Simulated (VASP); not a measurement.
Set up this calculation in VASP 6.6.1, as the native input.

* Task: single point
* Functional: PBEsol
* Potentials or basis: VASP PAW PBE potentials, release 64 (K_sv, Br)
* Cutoff: 520 eV
* k mesh: 8 × 8 × 8
* Occupations: gaussian, width 0.05 eV
* Spin: no spin polarisation
* Dipole correction: no
* Further INCAR settings: ALGO = Normal; EDIFF = 1e-06; NBANDS = 15

The structure of KBr lies in POSCAR:

```
KBr
1.0
    1.2805179691      4.0244850458      4.0244850458
    4.0244850458      1.2805179691      4.0244850458
    4.0244850458      4.0244850458      1.2805179691
K Br
1 1
Direct
    0.0000000000      0.0000000000      0.0000000000
    0.5000000000      0.5000000000      0.5000000000
```

This cell differs from its parent crystal: ratio of the length along [111] to the lengths across it x 1.7, volume and fractional coordinates fixed.

The input as run:

INCAR

```
SYSTEM = KBr
ALGO = Normal
EDIFF = 1E-6
ENCUT = 520
GGA = PS
ISIF = 2
ISMEAR = 0
LASPH = .True.
LCHARG = .False.
LREAL = .False.
LWAVE = .False.
NBANDS = 15
NELM = 60
PREC = Accurate
SIGMA = 0.05
```

KPOINTS

```
k-points
0
Gamma
  8 8 8
  0 0 0
```

Potentials or basis: VASP PAW PBE potentials, release 64 (K_sv, Br).

Command:

```bash
$ cat potpaw_PBE.64/K_sv/POTCAR potpaw_PBE.64/Br/POTCAR > POTCAR
$ mpirun -np 1 vasp_std > vasp.out
```

Results of the run:

| Property | Result |
| --- | --- |
| Pressure | -1.1 GPa |
| Band gap on the k mesh | 1.43 eV, direct |

Caveat: the PAW data sets were made with another functional, which shifts forces and pressure a little.

Run time: 2.2 min on 1 thread of AMD EPYC 7R13 (shared host), peak memory 0.35 GiB.
